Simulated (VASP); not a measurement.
# FeO (R-3m) in VASP: notebook

FeO is run at these levels: PBE; tasks: single point.

Everything below comes from runs of VASP 6.6.1. Logs are shortened: lines on timing, memory, paths and dates and some standing lists are left out, and cuts for length are marked.

**1. The cell of the first run**

It takes space group R-3m (No. 166, trigonal). Conventional cell: a = 3.035 Å, b = 3.035 Å, c = 7.547 Å, α = 90.00°, β = 90.00°, γ = 120.00°. Within 2.9 Å of Fe (site symmetry -3m) lie 6 O at 2.16 Å. O (site symmetry -3m) has 6 Fe at 2.16 Å within 2.9 Å.

**2. Single point, PBE, collinear spin, antiferromagnetic start**

Contents of INCAR:

```
SYSTEM = FeO
PREC = Accurate
ENCUT = 520
EDIFF = 1E-6
ISMEAR = -1
SIGMA = 0.03
LREAL = .FALSE.
LASPH = .TRUE.
NELM = 150
ALGO = Normal
ISIF = 2
LWAVE = .FALSE.
LCHARG = .FALSE.
ISPIN = 2
MAGMOM = 4 -4 0 0
LORBIT = 11
LMAXMIX = 4
GGA = PE
NBANDS = 26
```

Contents of KPOINTS:

```
regular mesh
0
G
  8 5 7
  0 0 0
```

Contents of POSCAR:

```
FeO
1.0
   -1.5176813800     -0.8762337500     -2.5157933600
    1.5176813800      0.8762337500     -5.0315867100
    1.5176813800     -2.6287012500      0.0000000000
Fe O
2 2
Direct
    0.0000000000      0.0000000000      0.0000000000
    0.0000000000      0.5000000000      0.5000000000
    0.5000000000      0.0000000000      0.5000000000
    0.5000000000      0.5000000000      0.0000000000
```

Potentials or basis: VASP PAW PBE potentials, release 64 (Fe, O).

On the command line:

```console
> cat potpaw_PBE.64/Fe/POTCAR potpaw_PBE.64/O/POTCAR > POTCAR
> mpirun -np 1 vasp_std > vasp.out
```

OUTCAR:

```text
SYSTEM = FeO
   PREC = Accurate
   ENCUT = 520
   EDIFF = 1E-6
   ISMEAR = -1
   LREAL = .FALSE.
   LASPH = .TRUE.
   NELM = 150
   ISIF = 2
   ISPIN = 2
   LORBIT = 11
   GGA = PE

 ion  position               nearest neighbor table
   1  0.000  0.000  0.000-   3 2.16   3 2.16   4 2.16   4 2.16   3 2.16   3 2.16   2 3.04   2 3.04
                             2 3.04   2 3.04   2 3.07   2 3.07   2 3.07   2 3.07
   2  0.000  0.500  0.500-   4 2.16   4 2.16   3 2.16   3 2.16   4 2.16   4 2.16   1 3.04   1 3.04
                             1 3.04   1 3.04   1 3.07   1 3.07   1 3.07   1 3.07
   3  0.500  0.000  0.500-   1 2.16   1 2.16   2 2.16   2 2.16   1 2.16   1 2.16
   4  0.500  0.500  0.000-   2 2.16   2 2.16   1 2.16   1 2.16   2 2.16   2 2.16

  LATTYP: Found a simple monoclinic cell.
 ALAT       =     3.0660004217
 B/A-ratio  =     0.9900072844
 C/A-ratio  =     1.4071653853
 COS(beta)  =    -0.0141316513

  Lattice vectors:

 A1 = (  -1.5176813800,  -0.8762337500,  -2.5157933600)
 A2 = (   1.5176813800,  -2.6287012500,   0.0000000000)
 A3 = (  -3.0353627600,  -1.7524675000,   2.5157933500)

Analysis of symmetry for initial positions (statically):
=====================================================================
 Subroutine PRICEL returns following result:

  LATTYP: Found a trigonal (rhomboedric) cell.
 ALAT       =     3.0660004176
 COS(alpha) =     0.5099427850

  Lattice vectors:

 A1 = (   1.5176813800,  -0.8762337500,  -2.5157933550)
 A2 = (  -1.5176813800,  -0.8762337500,  -2.5157933600)
 A3 = (   0.0000000000,   1.7524675000,  -2.5157933550)

   2 primitive cells build up your supercell.

 Routine SETGRP: Setting up the symmetry group for a
 simple monoclinic supercell.

 Subroutine GETGRP returns: Found  4 space group operations
 (whereof  4 operations were pure point group operations)
 out of a pool of  4 trial point group operations.

The static configuration has the point symmetry C_2h.

Analysis of symmetry for dynamics (positions and initial velocities):
=====================================================================
 Subroutine PRICEL returns following result:

  LATTYP: Found a trigonal (rhomboedric) cell.
 ALAT       =     3.0660004176
 COS(alpha) =     0.5099427850

  Lattice vectors:

 A1 = (   1.5176813800,  -0.8762337500,  -2.5157933550)
 A2 = (  -1.5176813800,  -0.8762337500,  -2.5157933600)
 A3 = (   0.0000000000,   1.7524675000,  -2.5157933550)

   2 primitive cells build up your supercell.

 Routine SETGRP: Setting up the symmetry group for a
 simple monoclinic supercell.

 Subroutine GETGRP returns: Found  4 space group operations
 (whereof  4 operations were pure point group operations)
 out of a pool of  4 trial point group operations.

The dynamic configuration has the point symmetry C_2h.

Analysis of structural, dynamic, and magnetic symmetry:
=====================================================================
 Subroutine PRICEL returns following result:

  LATTYP: Found a trigonal (rhomboedric) cell.
 ALAT       =     3.0660004176
 COS(alpha) =     0.5099427850

  Lattice vectors:

 A1 = (   1.5176813800,  -0.8762337500,  -2.5157933550)
 A2 = (  -1.5176813800,  -0.8762337500,  -2.5157933600)
 A3 = (   0.0000000000,   1.7524675000,  -2.5157933550)

   2 primitive cells build up your supercell.

 Routine SETGRP: Setting up the symmetry group for a
 simple monoclinic supercell.

 Subroutine GETGRP returns: Found  4 space group operations
 (whereof  4 operations were pure point group operations)
 out of a pool of  4 trial point group operations.

The overall configuration has the point symmetry C_2h.

 Subroutine INISYM returns: Found  4 space group operations
 (whereof  4 operations are pure point group operations),
 and found     2 'primitive' translations

----------------------------------------------------------------------------------------

                                     Primitive cell

  volume of cell :      20.0737

  direct lattice vectors                    reciprocal lattice vectors
     1.517681380 -0.876233750 -2.515793355     0.329449914 -0.190207997 -0.132496309
    -1.517681380 -0.876233750 -2.515793360    -0.329449914 -0.190207997 -0.132496309
     0.000000000  1.752467500 -2.515793355     0.000000000  0.380415995 -0.132496309

  length of vectors
     3.066000418  3.066000422  3.066000415     0.402829492  0.402829492  0.402829493

  position of ions in fractional coordinates (direct lattice)
     0.000000000  0.000000000  0.000000000
     0.500000000  0.500000000  0.500000000

  ion indices of the primitive-cell ions
   primitive index   ion index
                 1           1
                 2           3

----------------------------------------------------------------------------------------

 KPOINTS: regular mesh

Automatic generation of k-mesh.
 Grid dimensions read from file:
 generate k-points for:    8    5    7

 Generating k-lattice:

[... 86 lines left out ...]

 Free energy of the ion-electron system (eV)
  ---------------------------------------------------
  ext. energy  EPLUGINS =         0.00000000
  ---------------------------------------------------
  free energy    TOTEN  =       -29.40923000 eV

  energy without entropy =      -29.38946998  energy(sigma->0) =      -29.39934999

 E-fermi :   6.3053     XC(G=0): -12.1420

 val. band max:        6.3029198344   @ k =   0.3750   0.2000   0.1429
 cond. band min:       6.3071001671   @ k =   0.5000   0.2000   0.2857
 fundamental gap:      0.0041803327
 Fermi energy:         6.3053463658

 spin component 1

 k-point     1 :       0.0000    0.0000    0.0000
  band No.  band energies     occupation
      1     -14.3213      1.00000
      2     -13.1534      1.00000
      3      -0.9624      1.00000
      4       1.3952      1.00000
      5       1.4953      1.00000
      6       1.9420      1.00000
[... 18 lines left out ...]
     25      21.6138      0.00000
     26      23.4184      0.00000

 k-point     2 :       0.1250    0.0000   -0.0000
  band No.  band energies     occupation
      1     -14.1704      1.00000
      2     -13.1578      1.00000
      3      -0.9538      1.00000
      4       0.6324      1.00000
      5       1.1104      1.00000
      6       1.4261      1.00000
[... 18 lines left out ...]
     25      21.7637      0.00000
[... 608 lines left out ...]
     25      21.5923      0.00000
     26      23.0410      0.00000

 k-point    24 :       0.2500    0.0000    0.1429
  band No.  band energies     occupation
      1     -13.7006      1.00000
      2     -13.1303      1.00000
      3      -1.1574      1.00000
      4      -0.5717      1.00000
      5       0.0218      1.00000
      6       0.3151      1.00000
[... 18 lines left out ...]
     25      20.1193      0.00000
     26      21.3766      0.00000

 [... further k-points ...]

 spin component 2

 k-point     1 :       0.0000    0.0000    0.0000
  band No.  band energies     occupation
      1     -14.3213      1.00000
      2     -13.1534      1.00000
      3      -0.9624      1.00000
      4       1.3952      1.00000
      5       1.4953      1.00000
      6       1.9420      1.00000
[... 18 lines left out ...]
     25      21.6138      0.00000
     26      23.4184      0.00000

 k-point     2 :       0.1250    0.0000   -0.0000
  band No.  band energies     occupation
      1     -14.1704      1.00000
      2     -13.1578      1.00000
      3      -0.9538      1.00000
      4       0.6324      1.00000
      5       1.1104      1.00000
      6       1.4261      1.00000
[... 18 lines left out ...]
     25      21.7637      0.00000
[... 608 lines left out ...]
     25      21.5923      0.00000
     26      23.0410      0.00000

 k-point    24 :       0.2500    0.0000    0.1429
  band No.  band energies     occupation
      1     -13.7006      1.00000
      2     -13.1303      1.00000
      3      -1.1574      1.00000
      4      -0.5717      1.00000
      5       0.0218      1.00000
      6       0.3151      1.00000
[... 18 lines left out ...]
     25      20.1193      0.00000
     26      21.3766      0.00000

 [... further k-points ...]

------------------------ aborting loop because EDIFF is reached ----------------------------------------

  FORCE on cell =-STRESS in cart. coord.  units (eV):
  Direction    XX          YY          ZZ          XY          YZ          ZX
  --------------------------------------------------------------------------------------
  -------------------------------------------------------------------------------------
  Total        0.5894543      0.1470810     -0.0362522      0.3831065     -0.3670527     -0.6357831
  in kB       23.5236058      5.8696257     -1.4467321     15.2887952    -14.6481319    -25.3724703
  external PRESSURE =       9.3154998 kB  Pullay stress =       0.0000000 kB

 VOLUME and BASIS-vectors are now :
 -----------------------------------------------------------------------------
  energy-cutoff  :      520.00
  volume of cell :       40.15
      direct lattice vectors                 reciprocal lattice vectors
    -1.517681380 -0.876233750 -2.515793360    -0.329449914 -0.190207997 -0.132496309
     1.517681380  0.876233750 -5.031586710     0.164724957  0.095103999 -0.132496309
     1.517681380 -2.628701250  0.000000000     0.164724957 -0.285311996  0.000000000

 POSITION                                       TOTAL-FORCE (eV/Angst)
 -----------------------------------------------------------------------------------
      0.00000      0.00000      0.00000        -0.000000      0.000000      0.000000
      1.51768     -0.87623     -2.51579         0.000000      0.000000      0.000000
      0.00000     -1.75247     -1.25790        -0.000000      0.000000     -0.000000
      0.00000      0.00000     -3.77369        -0.000000     -0.000000      0.000000
 -----------------------------------------------------------------------------------
    total drift:                               -0.000000      0.000000      0.000000

  FREE ENERGIE OF THE ION-ELECTRON SYSTEM (eV)
  ---------------------------------------------------
  free  energy   TOTEN  =       -29.4092299963 eV

  energy  without entropy=      -29.3894699839  energy(sigma->0) =      -29.39934999

 total charge

# of ion       s       p       d       tot
------------------------------------------
    1        0.285   0.355   6.104   6.744
    2        0.285   0.355   6.104   6.744
    3        1.558   3.431   0.000   4.989
    4        1.558   3.431   0.000   4.989
--------------------------------------------------
tot          3.685   7.572  12.208  23.466

 magnetization (x)

# of ion       s       p       d       tot
------------------------------------------
    1        0.026   0.028   3.486   3.541
    2       -0.026  -0.028  -3.486  -3.541
    3        0.010   0.090   0.000   0.100
    4       -0.010  -0.090   0.000  -0.100
--------------------------------------------------
tot          0.000   0.000  -0.000  -0.000
```

It took 5.3 min on 1 thread of Intel Xeon Platinum 8559C (Emerald Rapids), shared host; peak memory 0.27 GiB.

What came out:

- Free energy: -29.4092 eV
- Pressure: 0.9 GPa
- Band gap on the k mesh: zero (filled and empty bands overlap)
- Net moment: 0.00 μB per cell
- Site moments: Fe +3.54, -3.54; O +0.10, -0.10 μB
- Valence electrons inside the program's atomic spheres: Fe 6.74; O 4.99

Levels at points of the mesh, in eV from the Fermi level:
Spin up:
```csv
k point,band 12,band 13,band 14,band 15,band 16,band 17
"(0.00, 0.00, 0.00)",-3.31,-3.28,-1.40,0.03,0.05,0.31
"(0.50, 0.00, 0.00)",-0.66,-0.38,0.32,0.51,0.54,2.62
```
Spin down:
| k point | band 10 | band 11 | band 12 | band 13 | band 14 | band 15 | band 16 | band 17 | band 18 | band 19 |
| --- | --- | --- | --- | --- | --- | --- | --- | --- | --- | --- |
| (0.00, 0.00, 0.00) | -3.50 | -3.45 | -3.31 | -3.28 | -1.40 | 0.03 | 0.05 | 0.31 | 0.46 | 0.66 |
| (0.50, 0.00, 0.00) | -2.69 | -2.61 | -0.66 | -0.38 | 0.32 | 0.51 | 0.54 | 2.62 | 2.65 | 4.10 |

Caveat: semilocal functionals often make such compounds metallic where correlation or magnetic order opens a gap, which also shifts bond lengths. With open d or f shells a metallic result of PBE can be an artefact of self-interaction; +U or a hybrid may open a gap.

**3. Single point, PBE, collinear spin, ferromagnetic start**

Contents of INCAR:

```
ALGO = Normal
EDIFF = 1E-6
ENCUT = 520
GGA = PE
ISIF = 2
ISMEAR = -1
ISPIN = 2
LASPH = True
LCHARG = True
LELF = True
LMAXMIX = 4
LORBIT = 11
LREAL = False
LVHAR = True
LWAVE = False
MAGMOM = 4 4 0 0
NBANDS = 26
NELM = 150
PREC = Accurate
SIGMA = 0.03
```

Contents of KPOINTS:

```
k-points
0
Gamma
  8 5 7
```

POSCAR is that of step 2.

Potentials or basis: VASP PAW PBE potentials, release 64 (Fe, O).

On the command line:

```console
> cat potpaw_PBE.64/Fe/POTCAR potpaw_PBE.64/O/POTCAR > POTCAR
> mpirun -np 1 vasp_std > vasp.out
```

Run time: 65 s. Hardware: 1 thread of Intel Xeon Platinum 8559C (Emerald Rapids), shared host; peak memory 0.26 GiB.

The run converged. Its results:

```yaml
Free_energy: -29.8661 eV
Pressure: -0.7 GPa
Band_gap_on_the_k_mesh: zero (filled and empty bands overlap)
Net_moment: 8.00 μB per cell
Site_moments: Fe +3.62; O +0.30 μB
Valence_electrons_inside_the_program's_atomic_spheres: Fe 6.73; O 4.99
```

Stress tensor (GPa, compression positive):
```
-0.34 -0.05 -0.19
-0.05 -0.28 -0.11
-0.19 -0.11 -1.47
```

Levels at points of the mesh, in eV from the Fermi level:
Spin up:
| k point | band 15 | band 16 | band 17 | band 18 | band 19 | band 20 | band 21 | band 22 |
| --- | --- | --- | --- | --- | --- | --- | --- | --- |
| (0.00, 0.00, 0.00) | -3.30 | -2.81 | -2.79 | -2.79 | 0.08 | 5.27 | 8.73 | 10.76 |
| (0.50, 0.00, 0.00) | -0.36 | -0.36 | -0.35 | -0.32 | 4.06 | 4.17 | 8.28 | 8.51 |
Spin down:
```
           k point  band 7  band 8  band 9  band 10  band 11  band 12  band 13  band 14
(0.00, 0.00, 0.00)   -3.19   -3.19   -2.09    -0.79    -0.70    -0.70     0.19     0.21
(0.50, 0.00, 0.00)   -5.06   -5.05    0.36     0.37     0.37     0.43     0.57     0.62
```

Caveat: semilocal functionals often make such compounds metallic where correlation or magnetic order opens a gap, which also shifts bond lengths; only a ferromagnetic start was run, and an antiferromagnetic order may lie lower in energy. With open d or f shells a metallic result of PBE can be an artefact of self-interaction; +U or a hybrid may open a gap.

**4. Single point, PBE, collinear spin**

Contents of INCAR:

```
  PREC = Accurate
  ENCUT = 520
  EDIFF = 1E-7
  ISMEAR = -1
  SIGMA = 0.03
  LREAL = False
  LASPH = True
  NELM = 150
  ALGO = Normal
  ISIF = 2
  LWAVE = False
  LCHARG = False
  ISPIN = 2
  MAGMOM = 0 4 0 0
  LORBIT = 11
  LMAXMIX = 4
  GGA = PE
  NBANDS = 26
```

Contents of KPOINTS:

```
regular mesh
0
Gamma
  8 5 7
```

POSCAR is that of step 3.

On the command line:

```console
> cat potpaw_PBE.64/Fe/POTCAR potpaw_PBE.64/O/POTCAR > POTCAR
> mpirun -np 1 vasp_std > vasp.out
```

Wall time 1.7 min (1 thread of Intel Xeon Platinum 8559C (Emerald Rapids), shared host); peak memory 0.26 GiB.

The run converged. Its results:

| Item | Value |
| --- | --- |
| Free energy | -29.8661 eV |
| Pressure | -0.7 GPa |
| Band gap on the k mesh | zero (filled and empty bands overlap) |
| Net moment | 8.00 μB per cell |
| Site moments | Fe +3.62; O +0.30 μB |
| Valence electrons inside the program's atomic spheres | Fe 6.73; O 4.99 |

Stress tensor (GPa, compression positive):
```
-0.30 -0.05 -0.19
-0.05 -0.24 -0.11
-0.19 -0.11 -1.43
```

Levels at points of the mesh, in eV from the Fermi level:
Spin up:
| k point | band 15 | band 16 | band 17 | band 18 | band 19 | band 20 | band 21 | band 22 |
| --- | --- | --- | --- | --- | --- | --- | --- | --- |
| (0.00, 0.00, 0.00) | -3.30 | -2.81 | -2.79 | -2.79 | 0.08 | 5.27 | 8.73 | 10.76 |
| (0.50, 0.00, 0.00) | -0.36 | -0.36 | -0.35 | -0.32 | 4.06 | 4.17 | 8.28 | 8.51 |
Spin down:
```csv
k point,band 7,band 8,band 9,band 10,band 11,band 12,band 13,band 14
"(0.00, 0.00, 0.00)",-3.19,-3.19,-2.09,-0.79,-0.70,-0.70,0.19,0.21
"(0.50, 0.00, 0.00)",-5.06,-5.05,0.36,0.37,0.37,0.43,0.57,0.62
```

Caveat: semilocal functionals often make such compounds metallic where correlation or magnetic order opens a gap, which also shifts bond lengths. With open d or f shells a metallic result of PBE can be an artefact of self-interaction; +U or a hybrid may open a gap.

**5. Single point, PBE, collinear spin, ferromagnetic start**

Contents of INCAR:

```
ALGO = Normal ; EDIFF = 1E-6
ENCUT = 600 ; GGA = PE
GGA_COMPAT = F ; ISIF = 2
ISMEAR = -1 ; ISPIN = 2
ISYM = 0 ; LASPH = T
LCHARG = F ; LMAXMIX = 4
LORBIT = 11 ; LREAL = F
LWAVE = F ; MAGMOM = 4 4 0 0
NBANDS = 26 ; NELM = 200
PREC = Accurate ; SIGMA = 0.03
```

Contents of KPOINTS:

```
k-points
0
Gamma
  8 5 7
```

POSCAR is that of step 4.

On the command line:

```console
> cat potpaw_PBE.64/Fe/POTCAR potpaw_PBE.64/O/POTCAR > POTCAR
> mpirun -np 1 vasp_std > vasp.out
```

It took 8.5 min on 1 thread of Intel Xeon 8259CL, shared host; peak memory 0.38 GiB.

It converged, with:

```
Free energy                                           : -29.8699 eV
Pressure                                              : -0.9 GPa
Band gap on the k mesh                                : zero (filled and empty bands overlap)
Net moment                                            : 8.00 μB per cell
Site moments                                          : Fe +3.62; O +0.30 μB
Valence electrons inside the program's atomic spheres : Fe 6.73; O 4.99
```

Stress tensor (GPa, compression positive):
```
-0.53 -0.05 -0.19
-0.05 -0.47 -0.11
-0.19 -0.11 -1.66
```

Levels at points of the mesh, in eV from the Fermi level:
Spin up:
```
           k point  band 16  band 17  band 18  band 19  band 20  band 21
(0.00, 0.00, 0.00)    -2.81    -2.79    -2.79     0.08     5.27     8.73
(0.50, 0.00, 0.00)    -0.36    -0.35    -0.32     4.06     4.17     8.28
```
Spin down:
```
           k point  band 8  band 9  band 10  band 11  band 12  band 13
(0.00, 0.00, 0.00)   -3.19   -2.09    -0.79    -0.70    -0.70     0.19
(0.50, 0.00, 0.00)   -5.05    0.36     0.37     0.37     0.43     0.57
```

Caveat: semilocal functionals often make such compounds metallic where correlation or magnetic order opens a gap, which also shifts bond lengths; only a ferromagnetic start was run, and an antiferromagnetic order may lie lower in energy. With open d or f shells a metallic result of PBE can be an artefact of self-interaction; +U or a hybrid may open a gap.

**6. Summary**

```csv
spin,cutoff (eV),gap on the mesh (eV),pressure (GPa),moment (μB)
"collinear, antiferromagnetic start",520,none,0.9,0.00
"collinear, ferromagnetic start",520,none,-0.7,8.00
collinear,520,none,-0.7,8.00
"collinear, ferromagnetic start",600,none,-0.9,8.00
```

Alike in all rows: task single point; level PBE; potentials or basis VASP PAW PBE potentials, release 64 (Fe, O); cell as given; k mesh 8 × 5 × 7; smearing fermi-dirac 0.03 eV.

Every run on the cell as given and a fine mesh finds a metal.

Caveats: semilocal functionals often make such compounds metallic where correlation or magnetic order opens a gap, which also shifts bond lengths.

Total energies depend on the potentials used, so only differences within one code and one set of settings carry meaning.
